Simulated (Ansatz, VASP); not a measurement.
GaSeS2: VASP beside Ansatz

```
CELL_PARAMETERS angstrom
3.52174 0.00000 0.00000
0.00000 3.52174 0.00000
0.00000 0.00000 7.32499
ATOMIC_POSITIONS crystal
Ga 0.00000 0.00000 0.00000
Se 0.50000 0.50000 0.50000
S 0.00000 0.50000 0.20284
S 0.50000 0.00000 0.79716
```

Change from the starting cell: species swapped into the AlGaP2 type (P-4m2, No. 115).

Alike in both runs: functional PBE; k mesh 14 × 14 × 6; occupations gaussian, width 0.1 eV; no spin polarisation.

Ansatz relaxed the structure, and its values are those at the end. VASP's run is a single point on that final structure, the one shown.

```csv
,VASP,Ansatz
version,VASP 6.6.1,Ansatz 0.2.0
potentials or method,"VASP PAW PBE potentials, release 64 (Ga_d, Se, S), cutoff 520 eV","scalar-relativistic, plane waves, PAW"
valence electrons in the cell,31,41
```

|  | VASP | Ansatz | Ansatz less VASP |
| --- | --- | --- | --- |
| gap on the k mesh at the Fermi level (eV) | none | none | - |
| pressure (GPa) | 0.0 | 0.0 | +0.04 |

A gap of «none» marks a metal or a gap that the smearing closes. VASP's potentials hold 31 valence electrons a cell and Ansatz's 41, so a difference there can come from the potentials and not from the codes.
